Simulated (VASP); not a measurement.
Runs of VASP 6.6.1 on GaSb. The structure is that of space group Immm (No. 71), or close to it. The cells are those of the table. 

| cell | gap on the mesh (eV) | pressure (GPa) |
| --- | --- | --- |
| a = 4.411 Å, angles 135.0, 103.6, 93.3°, 2 atoms | none | -5.5 |
| a = 4.043 Å, angles 135.0, 103.6, 93.3°, 2 atoms | none | (b) |
| a = 4.369 Å, angles 132.8, 104.4, 94.1°, 2 atoms | none | (a) |
| a = 4.004 Å, angles 132.8, 104.4, 94.1°, 2 atoms | none | 8.1 |
| a = 4.102 Å, angles 133.9, 104.0, 93.7°, 2 atoms | none | 3.3 |

Alike in all rows: task single point; level PBE; potentials or basis VASP PAW PBE potentials, release 64 (Ga_d, Sb); no spin polarisation; k mesh 18 × 18 × 18; cutoff (eV) 520; smearing gaussian 0.15 eV.

Q: Fill in the values left out.

A: (a) -5.4; (b) 7.8.

Caveats: spin-orbit coupling is left out, which moves the levels of the heavy elements; the cell stands under tension (at least some runs); the cell stands under pressure (at least some runs); the stress differs along the axes, from 5 to 11 GPa (at least some runs).

A k mesh can miss the band edges, and the runs leave out spin-orbit coupling on Ga, Sb.

A gap of «none» marks levels without a gap at the run's occupations.
